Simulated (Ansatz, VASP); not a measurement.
**Two plane-wave programs on Ta**

```xyz
1
Lattice="-1.6382 1.6382 1.6382 1.6382 -1.6382 1.6382 1.6382 1.6382 -1.6382" Properties=species:S:1:pos:R:3 pbc="T T T"
Ta    0.0000    0.0000    0.0000
```

Change from the starting cell: volume scaled by 0.97, PAW files.

Alike in both runs: task electric field gradients; functional LDA; k mesh 14 × 14 × 14; occupations fermi-dirac, width 0.05 eV; no spin polarisation.

|  | VASP | Ansatz |
| --- | --- | --- |
| version | VASP 6.6.1 | Ansatz 0.2.0 |
| potentials or method | VASP PAW LDA potentials, release 64 (Ta_pv) | PAW with Ansatz's default frozen-core files, scalar-relativistic |
| plane-wave cutoff (eV) | 520 | 420 |
| valence electrons in the cell | 11 | 13 |

|  | VASP | Ansatz | Ansatz less VASP |
| --- | --- | --- | --- |
| pressure (GPa) | -3.3 | -4.1 | -0.82 |

LDA's correlation is that of Perdew and Zunger in VASP and of Perdew and Wang (1992) in Ansatz. VASP's potentials hold 11 valence electrons a cell and Ansatz's 13, so a difference there can come from the potentials and not from the codes.

Neither program's run includes spin-orbit coupling.
